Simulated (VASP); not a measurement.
# B27As26 (a cell with a defect) in VASP: notebook

Aim: see how the results for B27As26 (a cell with a defect) move with the level of theory and the settings. Levels: PBE, r2SCAN. Tasks: single point.

Everything below comes from runs of VASP 6.6.1. Logs are shortened: lines on timing, memory, paths and dates and some standing lists are left out, and cuts for length are marked.

**1. The cell of the first run**

The cell holds a defect, 53 atoms: a = 10.202 Å, b = 10.202 Å, c = 10.202 Å, α = 60.00°, β = 60.00°, γ = 60.00°.

**2. Single point, PBE**

INCAR

```
SYSTEM = B27As26
PREC = Accurate ; ENCUT = 420
EDIFF = 1E-6 ; ISMEAR = -1
SIGMA = 0.01 ; LREAL = Auto
LASPH = .True. ; NELM = 120
ALGO = Normal ; ISIF = 2
LWAVE = .False. ; LCHARG = .True.
GGA = PE ; LELF = .True.
LVHAR = .True. ; NBANDS = 138
NELECT = 208.0 ; GGA_COMPAT = .False.
```

KPOINTS

```
Automatic mesh
0
Gamma
  1 1 1
  0.25 0.25 0.25
```

POSCAR

```
B27As26
1.0
    0.0000000000      7.2140127000      7.2140127000
    7.2140127000      0.0000000000      7.2140127000
    7.2140127000      7.2140127000      0.0000000000
B As
27 26
Direct
    0.2498536633      0.2497989087      0.2510621447
    0.2492928104      0.2492459571      0.5859337481
    0.2492795029      0.2492311249      0.9200943741
    0.2486614696      0.5823408101      0.2534052927
    0.2491619539      0.5828866229      0.5856321129
    0.2495017094      0.5830815213      0.9181355475
    0.2496636165      0.9155411523      0.2521098279
    0.2723956253      0.9095510048      0.5756042681
    0.2495003232      0.9156688205      0.9191453877
    0.5823764352      0.2486266762      0.2534069562
    0.5829417240      0.2491101797      0.5856362022
    0.5831474347      0.2494396773      0.9181288245
    0.5822082903      0.5821697542      0.2536986108
    0.5831783468      0.5831098689      0.5838344310
    0.5820746614      0.5820322440      0.9202700738
    0.5835692527      0.9156607113      0.2507575292
    0.5829028413      0.9155379641      0.5848203594
    0.5828983362      0.9151496226      0.9192065880
    0.9155907779      0.2496142681      0.2521062238
    0.9096484540      0.2722621351      0.5756229816
    0.9157185847      0.2494486182      0.9191485759
    0.9157195551      0.5835018145      0.2507685494
    0.9155920255      0.5828419875      0.5848228546
    0.9152030603      0.5828354724      0.9192106773
    0.9160296460      0.9159753073      0.2515237463
    0.9069699170      0.9068940924      0.5736031626
    0.9090091427      0.9089319319      0.9404029050
    0.0017023119      0.0016206653     -0.0022816012
    0.0016820736      0.0015939118      0.3317039489
   -0.3325371190      0.3303788195      0.6672865990
    0.0004308975      0.3343880307     -0.0021988456
    0.0010175336      0.3314857624      0.3331972925
    0.0008077335      0.3320649824      0.6664805289
    0.0011817279      0.6667972736     -0.0024383101
   -0.0000141391      0.6672780047      0.3321548075
    0.0008008026      0.6673273531      0.6659686086
    0.3344899157      0.0003303986     -0.0022067469
    0.3315579830      0.0009448971      0.3331916092
    0.3321576492      0.0007168687      0.6664675680
    0.3340729494      0.3339832629     -0.0012351656
    0.3338140783      0.3337279958      0.3310566670
    0.3341760127      0.3340687216      0.6637379499
    0.3335731583      0.6670307082     -0.0015687524
    0.3339741140      0.6673174418      0.3305301223
    0.3304657337      0.6673715726      0.6672910348
    0.6668819006      0.0011092994     -0.0024590337
    0.6673615920     -0.0000939838      0.3321430249
    0.6674340898      0.0007032147      0.6659487860
    0.6671256623      0.3334843034     -0.0015751289
    0.6674178713      0.3338810313      0.3305197952
    0.6669505863      0.6668464834     -0.0017790376
    0.6666968440      0.6666221283      0.3326726192
    0.6666812494      0.6665886518      0.6658042063
```

Potentials or basis: VASP PAW PBE potentials, release 64 (B, As).

Command:

```console
> cat potpaw_PBE.64/B/POTCAR potpaw_PBE.64/As/POTCAR > POTCAR
> mpirun -np 1 vasp_std > vasp.out
```

OUTCAR:

```text
SYSTEM = B27As26
   PREC = Accurate
   ENCUT = 420
   EDIFF = 1E-6
   ISMEAR = -1
   LREAL = Auto
   LASPH = .True.
   NELM = 120
   ISIF = 2
   GGA = PE
   NELECT = 208.0

 ion  position               nearest neighbor table
   1  0.250  0.250  0.251-  41 2.07  32 2.07  38 2.07  40 2.10
   2  0.249  0.249  0.586-  42 2.06  33 2.07  39 2.07  41 2.12
   3  0.249  0.249  0.920-  40 2.07  31 2.07  37 2.07  42 2.14
   4  0.249  0.582  0.253-  44 2.06  41 2.07  35 2.07  43 2.12
   5  0.249  0.583  0.586-  45 2.06  36 2.07  42 2.07  44 2.13
   6  0.250  0.583  0.918-  43 2.07  34 2.07  40 2.08  45 2.09
   7  0.250  0.916  0.252-  29 2.07  44 2.07  38 2.07  37 2.12
   8  0.272  0.910  0.576-  39 2.02  45 2.03  38 2.03
   9  0.250  0.916  0.919-  28 2.06  37 2.07  43 2.07  39 2.10
  10  0.582  0.249  0.253-  50 2.06  41 2.07  47 2.07  49 2.12
  11  0.583  0.249  0.586-  30 2.06  48 2.07  42 2.07  50 2.13
  12  0.583  0.249  0.918-  49 2.07  46 2.07  40 2.07  30 2.09
  13  0.582  0.582  0.254-  52 2.07  44 2.07  50 2.07  51 2.13
  14  0.583  0.583  0.584-  53 2.07  52 2.09  45 2.11  30 2.11
  15  0.582  0.582  0.920-  51 2.06  43 2.07  49 2.07  53 2.12
  16  0.584  0.916  0.251-  52 2.07  47 2.08  38 2.10  46 2.11
  17  0.583  0.916  0.585-  53 2.07  39 2.09  48 2.09  47 2.10
[... 34 lines left out ...]
  52  0.667  0.667  0.333-  13 2.07  22 2.07  16 2.07  14 2.09
  53  0.667  0.667  0.666-  23 2.07  14 2.07  17 2.07  15 2.12

  LATTYP: Found a face centered cubic cell.
 ALAT       =    14.4280254000

  Lattice vectors:

 A1 = (   0.0000000000,   7.2140127000,   7.2140127000)
 A2 = (   7.2140127000,   0.0000000000,   7.2140127000)
 A3 = (   7.2140127000,   7.2140127000,   0.0000000000)

Analysis of symmetry for initial positions (statically):
=====================================================================
 Subroutine PRICEL returns:
 Original cell was already a primitive cell.

 Routine SETGRP: Setting up the symmetry group for a
 face centered cubic supercell.

 Subroutine GETGRP returns: Found  1 space group operations
 (whereof  1 operations were pure point group operations)
 out of a pool of 48 trial point group operations.

The static configuration has the point symmetry C_1 .

Analysis of symmetry for dynamics (positions and initial velocities):
=====================================================================
 Subroutine PRICEL returns:
 Original cell was already a primitive cell.

 Routine SETGRP: Setting up the symmetry group for a
 face centered cubic supercell.

 Subroutine GETGRP returns: Found  1 space group operations
 (whereof  1 operations were pure point group operations)
 out of a pool of 48 trial point group operations.

[... 188 lines left out ...]
   ISYM   =      2    0-nonsym 1-usesym 2-fastsym
   POTIM  = 0.5000    time-step for ionic-motion
   TEBEG  =    0.0;   TEEND  =   0.0 temperature during run
   PSTRESS=    0.0 pullay stress
   NELECT =     208.0000    total number of electrons
   NUPDOWN=      -1.0000    fix difference up-down
   EMIN   =  10.00;   EMAX   =-10.00  energy-range for DOS
   EFERMI =   0.00;   METHOD = LEGACY
   ISMEAR =    -1;   SIGMA  =   0.01  broadening in eV -4-tet -1-fermi 0-gaus
   EFERMI_NEDOS =   21; number of points for ismear=-14 and -15
   IALGO  =     38    algorithm
   IMIX   =      4    mixing-type and parameters
     AMIX     =   0.40;   BMIX     =  1.00
     AMIX_MAG =   1.60;   BMIX_MAG =  1.00
  volume/ion in A,a.u.               =      14.17        95.61
  Fermi-wavevector in a.u.,A,eV,Ry     =   1.067192  2.016700 15.495645  1.138898
  Thomas-Fermi vector in A             =   2.202800
   LORBIT       =      0    0 simple, 1 ext, 2 COOP (PROOUT), +10 PAW based schemes
   GGA     = PE    functional components
   LHFCALC =     F    Hartree Fock is set to
   AEXX    =    0.0000 exact exchange contribution
   IVDW    =     0    specifies the selected vdW correction
   LEPSILON=     F    determine dielectric tensor
   LRPA    =     F    only Hartree local field effects (RPA)
 non-spin polarized calculation
  energy-cutoff  :      420.00
  volume of cell :      750.86
 maximum number of plane-waves:     14683
 NGX is ok and might be reduce to    70
   NGX = 35   NGY = 35   NGZ = 35

 number of electron     207.9999994 magnetization

 Free energy of the ion-electron system (eV)
  ---------------------------------------------------
  ext. energy  EPLUGINS =         0.00000000
  ---------------------------------------------------
  free energy    TOTEN  =      -308.32285016 eV

  energy without entropy =     -308.31155863  energy(sigma->0) =     -308.31720439

 E-fermi :   5.0823     XC(G=0): -10.2930

 val. band max:        5.0791189262   @ k =   0.0000   0.0000  -0.2500
 cond. band min:       5.3195171996   @ k =   0.0000   0.2500   0.0000
 fundamental gap:      0.2403982734
 Fermi energy:         5.0822720142

 k-point     1 :       0.2500    0.2500    0.2500
  band No.  band energies     occupation
      1      -9.4072      2.00000
      2      -8.5529      2.00000
      3      -8.0505      2.00000
      4      -8.0483      2.00000
      5      -7.9667      2.00000
      6      -7.7373      2.00000
[... 465 lines left out ...]
    115       7.9122      0.00000
    116       7.9421      0.00000
 [bands above 116 left out]

------------------------ aborting loop because EDIFF is reached ----------------------------------------

  FORCE on cell =-STRESS in cart. coord.  units (eV):
  Direction    XX          YY          ZZ          XY          YZ          ZX
  --------------------------------------------------------------------------------------
  -------------------------------------------------------------------------------------
  Total      -23.5005320    -23.4263964    -23.4941329     -2.6126360      3.7983508      3.7228869
  in kB      -50.1449927    -49.9868036    -50.1313385     -5.5747935      8.1048495      7.9438260
  external PRESSURE =     -50.0877116 kB  Pullay stress =       0.0000000 kB

 VOLUME and BASIS-vectors are now :
 -----------------------------------------------------------------------------
  energy-cutoff  :      420.00
  volume of cell :      750.86
      direct lattice vectors                 reciprocal lattice vectors
     0.000000000  7.214012700  7.214012700    -0.069309554  0.069309554  0.069309554
     7.214012700  0.000000000  7.214012700     0.069309554 -0.069309554  0.069309554
     7.214012700  7.214012700  0.000000000     0.069309554  0.069309554 -0.069309554

 POSITION                                       TOTAL-FORCE (eV/Angst)
 -----------------------------------------------------------------------------------
      3.61322      3.61361      3.60450        -0.034259     -0.038131      0.018797
      6.02500      6.02534      3.59647        -0.132361     -0.131127      0.049819
      8.43553      8.43588      3.59626        -0.152616     -0.155123      0.104998
      6.02908      3.62192      5.99486        -0.150415     -0.145512      0.087575
      8.42971      6.02221      6.00241        -0.132896     -0.139007      0.049233
     10.82980      8.42335      6.00627        -0.024514     -0.008470      0.029257
[... 45 lines left out ...]
      7.20892      7.20946      9.61858         0.034993      0.037999     -0.020234
      9.61190      9.61257      9.61823         0.083220      0.081740     -0.096727
 -----------------------------------------------------------------------------------
    total drift:                                0.004335      0.002021     -0.030723

  FREE ENERGIE OF THE ION-ELECTRON SYSTEM (eV)
  ---------------------------------------------------
  free  energy   TOTEN  =      -308.3228501594 eV

  energy  without entropy=     -308.3115586277  energy(sigma->0) =     -308.31720439
```

Wall time 19 min (1 thread of AMD EPYC 7R13, shared host); peak memory 0.74 GiB.

What came out:

* Free energy: -308.3229 eV
* Largest force: 0.271 eV/Å

Forces in eV/Å, atoms in the order of the input:
```
B   -0.034 -0.038  0.019
B   -0.132 -0.131  0.050
B   -0.153 -0.155  0.105
B   -0.150 -0.146  0.088
B   -0.133 -0.139  0.049
B   -0.025 -0.008  0.029
B   -0.117 -0.109  0.151
B   -0.027  0.038 -0.022
B   -0.128 -0.090  0.133
B   -0.144 -0.153  0.087
B   -0.141 -0.132  0.049
B   -0.004 -0.029  0.030
B   -0.166 -0.167  0.121
B    0.008  0.008 -0.046
B   -0.143 -0.146  0.109
B    0.025 -0.031  0.069
B   -0.117 -0.087  0.077
B   -0.123 -0.125  0.164
B   -0.106 -0.117  0.151
B    0.041 -0.026 -0.021
B   -0.086 -0.130  0.132
B   -0.027  0.023  0.068
B   -0.087 -0.115  0.077
B   -0.121 -0.124  0.164
B   -0.079 -0.081  0.129
B    0.033  0.037  0.256
B    0.034  0.031  0.045
As  -0.018 -0.017 -0.203
As   0.044  0.044 -0.171
As   0.043 -0.004  0.087
As   0.142  0.143 -0.151
As  -0.016 -0.011 -0.007
As   0.019  0.150 -0.120
As   0.035  0.003 -0.067
As   0.046  0.082 -0.133
As   0.058  0.206 -0.152
As   0.143  0.145 -0.151
As  -0.014 -0.008 -0.007
As   0.153  0.021 -0.118
As   0.031  0.036 -0.046
As   0.131  0.134 -0.068
As   0.150  0.149 -0.043
As   0.125  0.128 -0.104
As   0.157  0.173 -0.098
As  -0.005  0.044  0.086
As   0.001  0.042 -0.067
As   0.082  0.047 -0.132
As   0.212  0.057 -0.153
As   0.125  0.127 -0.105
As   0.172  0.159 -0.098
As   0.169  0.171 -0.124
As   0.035  0.038 -0.020
As   0.083  0.082 -0.097
```

Caveat: the cell carries a net charge on a neutralising background, which shifts energy and pressure; the cell is charged against a uniform background, so pressure and absolute levels hang on convention.

**3. Single point, r2SCAN**

POSCAR

```
B27As26
1.0
    0.0000000000      7.2140127000      7.2140127000
    7.2140127000      0.0000000000      7.2140127000
    7.2140127000      7.2140127000      0.0000000000
B As
27 26
Direct
    0.2500325900      0.2491562000      0.2508117300
    0.2493784900      0.2490207600      0.5848575500
    0.2493257000      0.2486556500      0.9192506400
    0.2488493300      0.5821342200      0.2534300400
    0.2493817500      0.5826065800      0.5856987100
    0.2496043200      0.5829442900      0.9181698300
    0.2486642600      0.9156706500      0.2537533500
    0.2496382600      0.9166234200      0.5838678600
    0.2485313400      0.9155441600      0.9202969400
    0.5824682800      0.2494843200      0.2515958300
    0.5735043100      0.2404801300      0.5737538600
    0.5754241400      0.2424097000      0.9404885300
    0.5820484700      0.5831080700      0.2521537300
    0.5760718700      0.6058192700      0.5756456900
    0.5821748300      0.5829451500      0.9191808100
    0.5821633900      0.9170046300      0.2508303000
    0.5820544600      0.9163689200      0.5848560000
    0.5816394500      0.9163308200      0.9192738500
    0.9161020100      0.2490575500      0.2521619900
    0.9388176600      0.2430569000      0.5756455600
    0.9159487800      0.2491711900      0.9191778600
    0.9163070900      0.5832978800      0.2511059800
    0.9157413700      0.5827389800      0.5859708900
    0.9157265800      0.5827178800      0.9201452100
    0.9151257600      0.9158378700      0.2534544400
    0.9156105600      0.9163726000      0.5857002400
    0.9159494800      0.9165898200      0.9181854700
    0.0000099800      0.0005464700     -0.0015105800
    0.0004213000      0.0008446000      0.3305521100
   -0.0030737400      0.0008694400      0.6673258500
    0.0009206900      0.3338289500     -0.0021594200
   -0.0019896700      0.3344374600      0.3332442600
   -0.0013919600      0.3342206600      0.6665114200
    0.0005062400      0.6674767600     -0.0011852600
    0.0002556000      0.6672226900      0.3311169500
    0.0006005100      0.6675808100      0.6637837300
    0.3333743500      0.0003671000     -0.0017296500
    0.3331448800      0.0001217100      0.3327212900
    0.3331339600      0.0000878500      0.6658593700
    0.3333030700      0.3345958000     -0.0023874900
    0.3337910200      0.3334158300      0.3322169500
    0.3339029300      0.3342047100      0.6659841000
    0.3335673300      0.6670019800     -0.0015317800
    0.3338642300      0.6673937500      0.3305653700
    0.3338977500      0.6639045300      0.6673271700
    0.6676161300      0.0002945000     -0.0023852000
    0.6664251800      0.0007971100      0.3322001300
    0.6672423100      0.0008599700      0.6659935900
    0.6681375800      0.3351163300     -0.0022262000
    0.6681069400      0.3350943700      0.3317643100
    0.6668740900      0.6678930900     -0.0021713100
    0.6674508600      0.6649983000      0.3332352100
    0.6672326700      0.6655919700      0.6665317500
```

INCAR.step1

```
PREC = Accurate ; ENCUT = 460
ISMEAR = -1 ; SIGMA = 0.01
LREAL = Auto ; LASPH = True
NELM = 120 ; NELECT = 208.0
NBANDS = 138 ; GGA = PE
ALGO = Normal ; EDIFF = 1E-5
LWAVE = True ; LCHARG = False
GGA_COMPAT = False
```

INCAR.step2

```
PREC = Accurate ; ENCUT = 460
EDIFF = 1E-6 ; ISMEAR = -1
SIGMA = 0.01 ; LREAL = Auto
LASPH = True ; NELM = 120
ALGO = Normal ; ISIF = 2
LWAVE = False ; LCHARG = False
METAGGA = R2SCAN ; LMIXTAU = True
NELECT = 208.0 ; NBANDS = 138
ISTART = 1 ; GGA_COMPAT = False
```

KPOINTS is that of step 2.

Potentials or basis: VASP PAW PBE potentials, release 64 (B, As).

Command:

```console
> cat potpaw_PBE.64/B/POTCAR potpaw_PBE.64/As/POTCAR > POTCAR
> cp INCAR.step1 INCAR
> mpirun -np 1 vasp_std > vasp.out
> cp INCAR.step2 INCAR
> mpirun -np 1 vasp_std > vasp.out
```

It took 68 min on 1 thread of AMD EPYC 7R13, shared host; peak memory 0.92 GiB.

It converged, with:

* Free energy: -590.2402 eV
* Largest force: 0.252 eV/Å

Forces on the atoms (eV/Å):
```
B    0.030 -0.017  0.069
B   -0.118 -0.083  0.072
B   -0.116 -0.115  0.166
B   -0.131 -0.140  0.082
B   -0.130 -0.118  0.043
B    0.001 -0.018  0.029
B   -0.156 -0.157  0.117
B    0.017  0.017 -0.039
B   -0.133 -0.135  0.108
B   -0.080 -0.081  0.125
B   -0.008 -0.007  0.211
B    0.081  0.079  0.003
B   -0.097 -0.108  0.148
B    0.093 -0.069  0.022
B   -0.080 -0.123  0.132
B   -0.015  0.027  0.071
B   -0.083 -0.119  0.070
B   -0.115 -0.118  0.166
B   -0.108 -0.099  0.148
B   -0.069  0.093  0.022
B   -0.121 -0.083  0.133
B   -0.021 -0.024  0.014
B   -0.118 -0.119  0.040
B   -0.140 -0.142  0.100
B   -0.138 -0.135  0.083
B   -0.118 -0.130  0.043
B   -0.016 -0.002  0.030
As   0.103  0.114 -0.103
As   0.154  0.167 -0.101
As  -0.008  0.030  0.116
As   0.140  0.131 -0.148
As  -0.011  0.002 -0.018
As   0.120 -0.008 -0.120
As   0.022  0.025 -0.049
As   0.119  0.120 -0.061
As   0.137  0.139 -0.033
As   0.154  0.158 -0.121
As   0.036  0.039 -0.023
As   0.073  0.070 -0.088
As  -0.009  0.058 -0.061
As   0.079  0.038 -0.135
As   0.179  0.059 -0.136
As   0.113  0.107 -0.103
As   0.163  0.154 -0.100
As   0.028 -0.009  0.115
As   0.052 -0.007 -0.063
As   0.035  0.082 -0.136
As   0.061  0.176 -0.135
As  -0.032 -0.032 -0.218
As   0.057  0.059 -0.204
As   0.132  0.141 -0.149
As   0.000 -0.009 -0.018
As  -0.009  0.119 -0.117
```

Levels at points of the mesh, in eV from the Fermi level:
```csv
k point,band 101,band 102,band 103,band 104,band 105,band 106,band 107,band 108
"(0.25, 0.25, 0.25)",-0.77,-0.62,-0.39,-0.02,0.28,1.66,2.07,2.08
```

Caveat: the cell carries a net charge on a neutralising background, which shifts energy and pressure; the cell is charged against a uniform background, so pressure and absolute levels hang on convention; the PAW data sets were made with another functional, which shifts forces and pressure a little.
